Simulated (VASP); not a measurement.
Write the native input for VASP 6.6.1 that does the following.

| Item | Value |
| --- | --- |
| Task | single point |
| Functional | PBEsol |
| Potentials or basis | VASP PAW PBE potentials, release 64 (In_d) |
| Cutoff | 520 eV |
| k mesh | 22 × 22 × 22 |
| Occupations | fermi-dirac, width 0.1 eV |
| Spin | no spin polarisation |
| Dipole correction | no |
| Further INCAR settings | ALGO = Normal; EDIFF = 1e-06; NBANDS = 12 |

The structure of In lies in POSCAR:

```
In
1.0
   -1.6135625197      1.6135625197      2.4559139518
    1.6135625197     -1.6135625197      2.4559139518
    1.6135625197      1.6135625197     -2.4559139518
In
1
Direct
    0.0000000000      0.0000000000      0.0000000000
```

One way to write it, as run:

INCAR

```
SYSTEM = In
PREC = Accurate ; ENCUT = 520
EDIFF = 1E-6 ; ISMEAR = -1
SIGMA = 0.1 ; LREAL = .False.
LASPH = .True. ; NELM = 60
ALGO = Normal ; ISIF = 2
LWAVE = .False. ; LCHARG = .False.
GGA = PS ; NBANDS = 12
```

KPOINTS

```
Automatic mesh
0
Gamma
  22 22 22
  0 0 0
```

Potentials or basis: VASP PAW PBE potentials, release 64 (In_d).

Command:

```bash
$ cat potpaw_PBE.64/In_d/POTCAR > POTCAR
$ mpirun -np 1 vasp_std > vasp.out
```

It gave:

The pressure is 0.0 GPa.

Caveat: the PAW data sets were made with another functional, which shifts forces and pressure a little.

It took 3.4 min on 1 thread of AMD EPYC 7R13 Processor (Zen 3) (shared host), peak memory 0.33 GiB.
